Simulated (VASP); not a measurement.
Cu4Mo: single point with PBE

The system is Cu4Mo.

```xyz
5
Lattice="-2.8142 2.8142 2.8142 2.8142 -2.8142 2.8142 2.8142 2.8142 -2.8142" Properties=species:S:1:pos:R:3 pbc="T T T"
Cu    1.4071    1.4071   -1.4071
Cu    1.4071   -1.4071    1.4071
Cu   -1.4071    1.4071    1.4071
Cu    1.4071    1.4071    1.4071
Mo    0.0000    0.0000    0.0000
```

The cell was built from a structure type or drawn by symmetry, and may not be a known phase.

```
Program                : VASP 6.6.1
Task                   : single point
Functional             : PBE
Potentials or basis    : VASP PAW PBE potentials, release 64 (Cu, Mo_sv)
Cutoff                 : 520 eV
k mesh                 : 6 × 6 × 6
Occupations            : gaussian, width 0.1 eV
Spin                   : no spin polarisation
Dipole correction      : no
Further INCAR settings : ALGO = Normal; EDIFF = 1e-06; NBANDS = 37
```

```json
{"Pressure": "0.3 GPa", "Band gap on the k mesh": "zero (bands 29 and 30 overlap by 2.31 eV)"}
```

Levels at points of the mesh, in eV from the Fermi level:
```csv
k point,band 26,band 27,band 28,band 29,band 30,band 31,band 32,band 33
"(0.00, 0.00, 0.00)",0.32,0.32,0.32,1.08,1.08,2.44,2.44,2.44
"(0.50, 0.00, 0.00)",-2.15,-1.22,-0.68,-0.30,0.39,0.59,0.96,2.01
"(0.50, 0.50, 0.50)",-1.80,-1.80,-1.23,-1.23,-1.23,-0.24,-0.24,-0.24
```

Wall time 64 s on 1 thread of Intel Xeon 8259CL (shared host), peak memory 0.22 GiB.
